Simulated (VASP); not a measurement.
# Zn (Fd-3m) in VASP: notebook

The runs below take Zn through single point, with PBE.

Program: VASP 6.6.1. These are calculated values, not measurements. Logs are shortened: lines on timing, memory, paths and dates and some standing lists are left out, and cuts for length are marked.

**1. The cell of the first run**

The structure is cubic, space group Fd-3m (No. 227). Conventional cell: a = 4.839 Å, b = 4.839 Å, c = 4.839 Å, α = 90.00°, β = 90.00°, γ = 90.00°. Within 2.8 Å of Zn (site symmetry -43m) lie 4 Zn at 2.10 Å.

This isn't the form of Zn at room conditions, which is hcp.

**2. Single point, PBE**

The input, INCAR:

```
  PREC = Accurate
  ENCUT = 500
  EDIFF = 1E-6
  ISMEAR = 1
  SIGMA = 0.1
  LREAL = F
  LASPH = T
  NELM = 120
  ALGO = Normal
  ISIF = 2
  LWAVE = F
  LCHARG = T
  GGA = PE
  LELF = T
  LVHAR = T
  NBANDS = 19
  GGA_COMPAT = F
```

The input, KPOINTS:

```
regular mesh
0
Gamma
  13 13 13
```

The input, POSCAR:

```
Zn
1.0
    0.0000000000      2.4195964016      2.4195964016
    2.4195964016      0.0000000000      2.4195964016
    2.4195964016      2.4195964016      0.0000000000
Zn
2
Direct
    1.0000000000      1.0000000000      1.0000000000
    0.2500000000      0.2500000000      0.2500000000
```

Potentials or basis: VASP PAW PBE potentials, release 64 (Zn).

The run is started by

```console
$ cat potpaw_PBE.64/Zn/POTCAR > POTCAR
$ mpirun -np 1 vasp_std > vasp.out
```

OUTCAR:

```text
PREC = Accurate
   ENCUT = 500
   EDIFF = 1E-6
   ISMEAR = 1
   LREAL = F
   LASPH = T
   NELM = 120
   ISIF = 2
   GGA = PE

 ion  position               nearest neighbor table
   1  0.000  0.000  0.000-   2 2.10   2 2.10   2 2.10   2 2.10
   2  0.250  0.250  0.250-   1 2.10   1 2.10   1 2.10   1 2.10

  LATTYP: Found a face centered cubic cell.
 ALAT       =     4.8391928032

  Lattice vectors:

 A1 = (   0.0000000000,   2.4195964016,   2.4195964016)
 A2 = (   2.4195964016,   0.0000000000,   2.4195964016)
 A3 = (   2.4195964016,   2.4195964016,   0.0000000000)

Analysis of symmetry for initial positions (statically):
=====================================================================
 Subroutine PRICEL returns:
 Original cell was already a primitive cell.

 Routine SETGRP: Setting up the symmetry group for a
 face centered cubic supercell.

 Subroutine GETGRP returns: Found 48 space group operations
 (whereof 24 operations were pure point group operations)
 out of a pool of 48 trial point group operations.

The static configuration has the point symmetry T_d .
 The point group associated with its full space group is O_h .

Analysis of symmetry for dynamics (positions and initial velocities):
=====================================================================
 Subroutine PRICEL returns:
 Original cell was already a primitive cell.

 Routine SETGRP: Setting up the symmetry group for a
 face centered cubic supercell.

 Subroutine GETGRP returns: Found 48 space group operations
 (whereof 24 operations were pure point group operations)
 out of a pool of 48 trial point group operations.

The dynamic configuration has the point symmetry T_d .
 The point group associated with its full space group is O_h .

 Subroutine INISYM returns: Found 48 space group operations
 (whereof 24 operations are pure point group operations),
 and found     1 'primitive' translations

----------------------------------------------------------------------------------------

                                     Primitive cell

  volume of cell :      28.3308

  direct lattice vectors                    reciprocal lattice vectors
     0.000000000  2.419596402  2.419596402    -0.206646034  0.206646034  0.206646034
     2.419596402  0.000000000  2.419596402     0.206646034 -0.206646034  0.206646034
     2.419596402  2.419596402  0.000000000     0.206646034  0.206646034 -0.206646034

  length of vectors
     3.421826047  3.421826047  3.421826047     0.357921430  0.357921430  0.357921430

  position of ions in fractional coordinates (direct lattice)
     0.000000000  0.000000000  0.000000000
     0.250000000  0.250000000  0.250000000

  ion indices of the primitive-cell ions
   primitive index   ion index
                 1           1
                 2           2

----------------------------------------------------------------------------------------

 KPOINTS: regular mesh

Automatic generation of k-mesh.
 Grid dimensions read from file:
 generate k-points for:   13   13   13

 Generating k-lattice:

  Cartesian coordinates                     Fractional coordinates (reciprocal lattice)
    -0.015895849  0.015895849  0.015895849     0.076923077  0.000000000  0.000000000
     0.015895849 -0.015895849  0.015895849     0.000000000  0.076923077  0.000000000
     0.015895849  0.015895849 -0.015895849     0.000000000  0.000000000  0.076923077

  Length of vectors
     0.027532418  0.027532418  0.027532418

  Shift w.r.t. Gamma in fractional coordinates (k-lattice)
     0.000000000  0.000000000  0.000000000

 Subroutine IBZKPT returns following result:
 ===========================================

 Found     84 irreducible k-points:

 Following reciprocal coordinates:
            Coordinates               Weight
  0.000000  0.000000  0.000000      1.000000
  0.076923  0.000000  0.000000      8.000000
  0.153846  0.000000  0.000000      8.000000
  0.230769  0.000000  0.000000      8.000000
  0.307692  0.000000  0.000000      8.000000
  0.384615  0.000000  0.000000      8.000000
[... 16 lines left out ...]
  0.384615  0.153846  0.000000     24.000000
  0.461538  0.153846  0.000000     24.000000
 [... further k-points ...]
   k-points           NKPTS =     84   k-points in BZ     NKDIM =     84   number of bands    NBANDS=     19
   number of dos      NEDOS =    301   number of ions     NIONS =      2
   total plane-waves  NPLWV =  21952
   dimension x,y,z NGX =    28 NGY =   28 NGZ =   28
   dimension x,y,z NGXF=    56 NGYF=   56 NGZF=   56
   ions per type =               2
   NGX,Y,Z   is equivalent  to a cutoff of  13.60, 13.60, 13.60 a.u.
   NGXF,Y,Z  is equivalent  to a cutoff of  27.21, 27.21, 27.21 a.u.
 SYSTEM =  unknown system
   PREC   = accura    normal or accurate (medium, high low for compatibility)
   ISTART =      0    job   : 0-new  1-cont  2-samecut
   ICHARG =      2    charge: 1-file 2-atom 10-const
   ISPIN  =      1    spin polarized calculation?
   LNONCOLLINEAR =      F non collinear calculations
   LSORBIT =      F    spin-orbit coupling
   LASPH  =      T    aspherical Exc in radial PAW
   ENCUT  =  500.0 eV  36.75 Ry    6.06 a.u.   6.24  6.24  6.24*2*pi/ulx,y,z
   NELM   =    120;   NELMIN=  2; NELMDL= -5     # of ELM steps
   EDIFF  = 0.1E-05   stopping-criterion for ELM
   LREAL  =      F    real-space projection
   EDIFFG = 0.1E-04   stopping-criterion for IOM
   NSW    =      0    number of steps for IOM
   IBRION =     -1    ionic relax: 0-MD 1-quasi-New 2-CG
   NFREE  =      0    steps in history (QN), initial steepest desc. (CG)
   ISIF   =      2    stress and relaxation
   ISYM   =      2    0-nonsym 1-usesym 2-fastsym
   POTIM  = 0.5000    time-step for ionic-motion
   TEBEG  =    0.0;   TEEND  =   0.0 temperature during run
   PSTRESS=    0.0 pullay stress
   NELECT =      24.0000    total number of electrons
   NUPDOWN=      -1.0000    fix difference up-down
   EMIN   =  10.00;   EMAX   =-10.00  energy-range for DOS
   EFERMI =   0.00;   METHOD = LEGACY
   ISMEAR =     1;   SIGMA  =   0.10  broadening in eV -4-tet -1-fermi 0-gaus
   EFERMI_NEDOS =   21; number of points for ismear=-14 and -15
   IALGO  =     38    algorithm
   IMIX   =      4    mixing-type and parameters
     AMIX     =   0.40;   BMIX     =  1.00
     AMIX_MAG =   1.60;   BMIX_MAG =  1.00
  volume/ion in A,a.u.               =      14.17        95.59
  Fermi-wavevector in a.u.,A,eV,Ry     =   1.549027  2.927237 32.646970  2.399485
  Thomas-Fermi vector in A             =   2.653893
   LORBIT       =      0    0 simple, 1 ext, 2 COOP (PROOUT), +10 PAW based schemes
   GGA     = PE    functional components
   LHFCALC =     F    Hartree Fock is set to
   AEXX    =    0.0000 exact exchange contribution
   IVDW    =     0    specifies the selected vdW correction
   LEPSILON=     F    determine dielectric tensor
   LRPA    =     F    only Hartree local field effects (RPA)
 non-spin polarized calculation
 Methfessel and Paxton  Order N= 1 SIGMA  =   0.10
  energy-cutoff  :      500.00
  volume of cell :       28.33
 maximum number of plane-waves:       736
 NGX is ok and might be reduce to    28
   NGX = 13   NGY = 13   NGZ = 13

 number of electron      24.0000016 magnetization

 Free energy of the ion-electron system (eV)
  ---------------------------------------------------
  ext. energy  EPLUGINS =         0.00000000
  ---------------------------------------------------
  free energy    TOTEN  =         1.05880199 eV

  energy without entropy =        1.05951481  energy(sigma->0) =        1.05903960

 E-fermi :   3.3036     XC(G=0): -11.6688

 val. band max:        3.2886575474   @ k =  -0.3846   0.3077   0.0769
 cond. band min:       3.3246219281   @ k =  -0.3846   0.4615   0.1538
 fundamental gap:      0.0359643808
 Fermi energy:         3.3036446818

 k-point     1 :       0.0000    0.0000    0.0000
  band No.  band energies     occupation
      1      -7.5268      2.00000
      2      -5.8910      2.00000
      3      -5.8910      2.00000
      4      -5.8910      2.00000
      5      -5.8676      2.00000
      6      -5.8676      2.00000
[... 11 lines left out ...]
     18      16.2614      0.00000
     19      16.2901      0.00000

 k-point     2 :       0.0769    0.0000    0.0000
  band No.  band energies     occupation
      1      -7.4150      2.00000
      2      -5.9647      2.00000
      3      -5.9647      2.00000
      4      -5.8861      2.00000
      5      -5.7768      2.00000
      6      -5.7768      2.00000
[... 11 lines left out ...]
     18      16.4842      0.00000
     19      17.0416      0.00000

 k-point     3 :       0.1538    0.0000    0.0000
  band No.  band energies     occupation
      1      -7.0918      2.00000
      2      -6.0192      2.00000
      3      -6.0192      2.00000
      4      -5.8674      2.00000
      5      -5.6796      2.00000
      6      -5.6796      2.00000
[... 11 lines left out ...]
     18      16.4955      0.00000
     19      17.5771      0.00000

 k-point     4 :       0.2308    0.0000    0.0000
  band No.  band energies     occupation
      1      -6.6139      2.00000
      2      -6.0386      2.00000
      3      -6.0386      2.00000
      4      -5.8209      2.00000
      5      -5.6142      2.00000
      6      -5.6142      2.00000
[... 11 lines left out ...]
     18      15.9753      0.00000
     19      17.8560      0.00000

 k-point     5 :       0.3077    0.0000    0.0000
  band No.  band energies     occupation
      1      -6.1594      2.00000
      2      -6.0235      2.00000
      3      -6.0235      2.00000
      4      -5.7195      2.00000
      5      -5.6017      2.00000
      6      -5.6017      2.00000
[... 11 lines left out ...]
     18      15.3150      0.00000
     19      19.1838      0.00000

 k-point     6 :       0.3846    0.0000    0.0000
  band No.  band energies     occupation
      1      -5.9826      2.00000
      2      -5.9826      2.00000
      3      -5.9327      2.00000
      4      -5.6362      2.00000
      5      -5.6362      2.00000
      6      -5.6213      2.00000
[... 11 lines left out ...]
     18      14.7194      0.00000
     19      20.9415      0.00000

 k-point     7 :       0.4615    0.0000    0.0000
  band No.  band energies     occupation
      1      -5.9395      2.00000
      2      -5.9395      2.00000
      3      -5.8364      2.00000
      4      -5.6815      2.00000
      5      -5.6815      2.00000
      6      -5.6194      2.00000
[... 11 lines left out ...]
     18      14.2522      0.00000
     19      22.7914      0.00000

 k-point     8 :       0.0769    0.0769    0.0000
  band No.  band energies     occupation
      1      -7.3772      2.00000
      2      -6.0251      2.00000
      3      -5.8896      2.00000
      4      -5.8896      2.00000
      5      -5.8356      2.00000
      6      -5.7152      2.00000
[... 256 lines left out ...]
 k-point    20 :       0.1538    0.1538    0.0000
  band No.  band energies     occupation
      1      -6.9386      2.00000
      2      -6.1446      2.00000
      3      -5.8874      2.00000
      4      -5.8874      2.00000
      5      -5.7419      2.00000
      6      -5.5393      2.00000
[... 11 lines left out ...]
     18      16.7057      0.00000
     19      19.1280      0.00000

 k-point    21 :       0.2308    0.1538    0.0000
  band No.  band energies     occupation
      1      -6.5676      2.00000
      2      -6.1833      2.00000
      3      -5.8987      2.00000
      4      -5.8748      2.00000
      5      -5.6670      2.00000
      6      -5.4509      2.00000
[... 11 lines left out ...]
     18      17.4792      0.00000
     19      19.5405      0.00000

 k-point    22 :       0.3077    0.1538    0.0000
  band No.  band energies     occupation
      1      -6.1971      2.00000
      2      -6.1412      2.00000
      3      -5.9058      2.00000
      4      -5.7916      2.00000
      5      -5.6081      2.00000
      6      -5.3892      2.00000
[... 11 lines left out ...]
     18      17.1491      0.00000
     19      18.9326      0.00000

 k-point    23 :       0.3846    0.1538    0.0000
  band No.  band energies     occupation
      1      -6.1805      2.00000
      2      -5.9645      2.00000
      3      -5.9095      2.00000
      4      -5.5812      2.00000
      5      -5.5759      2.00000
      6      -5.3866      2.00000
[... 11 lines left out ...]
     18      17.0215      0.00000
     19      18.4431      0.00000

 k-point    24 :       0.4615    0.1538    0.0000
  band No.  band energies     occupation
      1      -6.1549      2.00000
      2      -5.9303      2.00000
      3      -5.8923      2.00000
      4      -5.5451      2.00000
      5      -5.5038      2.00000
      6      -5.4354      2.00000
[... 11 lines left out ...]
     18      17.4157      0.00000
     19      18.4780      0.00000

 [... further k-points ...]
[... 5 lines left out ...]
  --------------------------------------------------------------------------------------
  -------------------------------------------------------------------------------------
  Total       10.8453691     10.8453691     10.8453691      0.0000000     -0.0000000      0.0000000
  in kB      613.3327183    613.3327183    613.3327183      0.0000000     -0.0000000      0.0000000
  external PRESSURE =     613.3327183 kB  Pullay stress =       0.0000000 kB

 VOLUME and BASIS-vectors are now :
 -----------------------------------------------------------------------------
  energy-cutoff  :      500.00
  volume of cell :       28.33
      direct lattice vectors                 reciprocal lattice vectors
     0.000000000  2.419596402  2.419596402    -0.206646034  0.206646034  0.206646034
     2.419596402  0.000000000  2.419596402     0.206646034 -0.206646034  0.206646034
     2.419596402  2.419596402  0.000000000     0.206646034  0.206646034 -0.206646034

 POSITION                                       TOTAL-FORCE (eV/Angst)
 -----------------------------------------------------------------------------------
      0.00000      0.00000      0.00000        -0.000000      0.000000      0.000000
      1.20980      1.20980      1.20980         0.000000     -0.000000     -0.000000
 -----------------------------------------------------------------------------------
    total drift:                                0.000000      0.000000      0.000000

  FREE ENERGIE OF THE ION-ELECTRON SYSTEM (eV)
  ---------------------------------------------------
  free  energy   TOTEN  =         1.0588019912 eV

  energy  without entropy=        1.0595148091  energy(sigma->0) =        1.05903960
```

Wall time 37 s (1 thread of Intel Xeon 6975P-C (Granite Rapids), shared host); peak memory 0.17 GiB.

Results:

```yaml
Free_energy: 1.0588 eV
Pressure: 61.3 GPa
Band_gap_on_the_k_mesh: zero (bands 12 and 13 overlap by 10.16 eV)
```

Levels at points of the mesh, in eV from the Fermi level:
```csv
k point,band 10,band 11,band 12,band 13,band 14,band 15
"(0.00, 0.00, 0.00)",-7.15,-7.15,8.50,8.50,8.50,9.52
```

Caveat: the cell stands under pressure.

**3. Single point, PBE**

This run uses another cell than the first one, of 15.51 Å³/atom.

The input, INCAR:

```
PREC = Accurate ; ENCUT = 500
EDIFF = 1E-6 ; ISMEAR = 1
SIGMA = 0.1 ; LREAL = False
LASPH = True ; NELM = 120
ALGO = Normal ; ISIF = 2
LWAVE = False ; LCHARG = False
GGA = PE ; NBANDS = 19
GGA_COMPAT = False
```

KPOINTS is that of step 2.

The input, POSCAR:

```
Zn
1.0
    0.0000000000      2.4940958050      2.4940958050
    2.4940958050      0.0000000000      2.4940958050
    2.4940958050      2.4940958050      0.0000000000
Zn
2
Direct
    1.0000000000      1.0000000000      1.0000000000
    0.2500000000      0.2500000000      0.2500000000
```

Potentials or basis: VASP PAW PBE potentials, release 64 (Zn).

The run is started by

```console
$ cat potpaw_PBE.64/Zn/POTCAR > POTCAR
$ mpirun -np 1 vasp_std > vasp.out
```

Wall time 41 s (1 thread of Intel Xeon 6975P-C (Granite Rapids), shared host); peak memory 0.17 GiB.

Results (log left out):

```yaml
Free_energy: 0.2097 eV
Pressure: 41.0 GPa
Band_gap_on_the_k_mesh: zero (bands 12 and 13 overlap by 9.31 eV)
```

Levels at points of the mesh, in eV from the Fermi level:
```csv
k point,band 8,band 9,band 10,band 11,band 12,band 13,band 14,band 15,band 16,band 17
"(0.00, 0.00, 0.00)",-7.61,-7.61,-7.06,-7.06,7.81,7.81,7.81,8.96,8.96,8.96
```

Caveat: the cell stands under pressure.

**4. Single point, PBE**

This run uses another cell than the first one, of 17.81 Å³/atom.

The input, INCAR:

```
  ALGO = Normal
  EDIFF = 1E-6
  ENCUT = 500
  GGA = PE
  GGA_COMPAT = False
  ISIF = 2
  ISMEAR = 1
  LASPH = True
  LCHARG = True
  LELF = True
  LREAL = False
  LVHAR = True
  LWAVE = False
  NBANDS = 19
  NELM = 120
  PREC = Accurate
  SIGMA = 0.1
```

The input, KPOINTS:

```
k-points
0
Gamma
  13 13 13
```

The input, POSCAR:

```
Zn
1.0
    0.0000000000      2.6117003705      2.6117003705
    2.6117003705      0.0000000000      2.6117003705
    2.6117003705      2.6117003705      0.0000000000
Zn
2
Direct
    1.0000000000      1.0000000000      1.0000000000
    0.2500000000      0.2500000000      0.2500000000
```

The run is started by

```console
$ cat potpaw_PBE.64/Zn/POTCAR > POTCAR
$ mpirun -np 1 vasp_std > vasp.out
```

Run time: 47 s. Hardware: 1 thread of Intel Xeon 6975P-C (Granite Rapids), shared host; peak memory 0.18 GiB.

Results (log left out):

```
Free energy            : -0.6410 eV
Pressure               : 20.5 GPa
Band gap on the k mesh : zero (bands 12 and 13 overlap by 8.12 eV)
```

Levels at points of the mesh, in eV from the Fermi level:
| k point | band 10 | band 11 | band 12 | band 13 | band 14 | band 15 |
| --- | --- | --- | --- | --- | --- | --- |
| (0.00, 0.00, 0.00) | -6.90 | -6.90 | 6.92 | 6.92 | 6.92 | 8.21 |

Caveat: the cell stands under pressure.

(Part 1 of 2 ends here.)
